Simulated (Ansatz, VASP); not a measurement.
**H in VASP and in Ansatz**

```
H
1.0
     2.62348   -2.56690    0.00000
     2.62348    2.56690    0.00000
     0.00000    0.00000    4.14182
H
4
Direct
  0.95330 0.04670 0.06851
  0.45330 0.54670 0.43149
  0.54670 0.45330 0.56851
  0.04670 0.95330 0.93149
```

Alike in both runs: task relaxation of cell and atoms; functional r2SCAN; k mesh 6 × 6 × 6; occupations gaussian, width 0.02 eV; no spin polarisation.

```csv
,VASP,Ansatz
version,VASP 6.6.1,Ansatz 0.2.0
potentials or method,"VASP PAW PBE potentials, release 64 (H), cutoff 600 eV","scalar-relativistic, plane waves, PAW"
valence electrons in the cell,4,4
```

|  | VASP | Ansatz | Ansatz less VASP |
| --- | --- | --- | --- |
| gap on the k mesh at the Fermi level, each at its own relaxed structure (eV) | 10.11 | 10.27 | +0.159 |
| relaxed volume (Å³/atom) | 13.94 | 15.07 | +1.130 |
| relaxed length of the cell vector where the two differ most in proportion (Å) | 4.142 | 4.398 | +0.2560 |

VASP's potentials were made for PBE, not for r2SCAN. One of these differences is far larger than is usual between the two programs; its cause wasn't traced.
